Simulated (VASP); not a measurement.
Runs of VASP 6.6.1 on AlNi. The structure is that of space group Pm-3m (No. 221), or close to it. The cells are those of the table. 

| cell | gap on the mesh (eV) | pressure (GPa) |
| --- | --- | --- |
| a = 2.862, b = 2.862, c = 3.005 Å, 2 atoms | none | -7.4 |
| a = 2.862, b = 2.862, c = 2.934 Å, 2 atoms | none | -3.9 |
| a = 3.005 Å, 2 atoms | none | -18.3 |
| a = 2.791, b = 2.791, c = 2.934 Å, 2 atoms | none | 5.0 |
| a = 2.791, b = 2.791, c = 2.719 Å, 2 atoms | none | 22.1 |
| a = 2.719 Å, 2 atoms | none | 37.2 |
| a = 2.934, b = 2.934, c = 2.862 Å, 2 atoms | none | -7.6 |
| a = 3.005, b = 3.005, c = 2.934 Å, 2 atoms | none | -16.0 |
| a = 2.719, b = 2.719, c = 2.934 Å, 2 atoms | none | 16.4 |
| a = 2.862, b = 2.862, c = 2.791 Å, 2 atoms | none | 4.8 |
| a = 2.934, b = 2.934, c = 2.791 Å, 2 atoms | none | (b) |
| a = 3.005, b = 3.005, c = 2.862 Å, 2 atoms | none | (a) |

Alike in all rows: task single point; level PBEsol; potentials or basis VASP PAW PBE potentials, release 64 (Al, Ni); no spin polarisation; k mesh 20 × 20 × 20; cutoff (eV) 600; smearing gaussian 0.15 eV.

**Question.** Estimate the missing entries.

**Answer.** (a) -13.4; (b) -3.7.

Caveats: the PAW data sets were made with another functional, which shifts forces and pressure a little; the cell stands under tension (at least some runs); the cell stands under pressure (at least some runs).

A gap of «none» marks levels without a gap at the run's occupations.
